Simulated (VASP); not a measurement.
A run of VASP 6.6.1 is set up as follows.

INCAR

```
PREC = Accurate
ENCUT = 520
EDIFF = 1E-7
ISMEAR = -1
SIGMA = 0.05
LREAL = F
LASPH = T
NELM = 100
ALGO = Normal
ISIF = 2
LWAVE = F
LCHARG = F
GGA = PE
NBANDS = 20
```

The input KPOINTS:

```
Automatic mesh
0
Gamma
  11 11 11
```

POSCAR

```
V
1.0
    2.9970992482      0.0000000000      0.0000000000
    0.0000000000      2.9970992482      0.0000000000
    0.0000000000      0.0000000000      2.9970992482
V
2
Direct
    0.0000000000      0.0000000000      0.0000000000
    0.5000000000      0.5000000000      0.5000000000
```

Potentials or basis: VASP PAW PBE potentials, release 64 (V_sv).

Command:

```bash
$ cat potpaw_PBE.64/V_sv/POTCAR > POTCAR
$ mpirun -np 1 vasp_std > vasp.out
```

Problem. What does it give for the band gap on the k mesh?

Solution. Zero (band 13 reaches 10.94 eV, above the bottom of band 14 at 8.74 eV).

Problem. What does it give for the pressure?

Solution. 0.4 GPa.
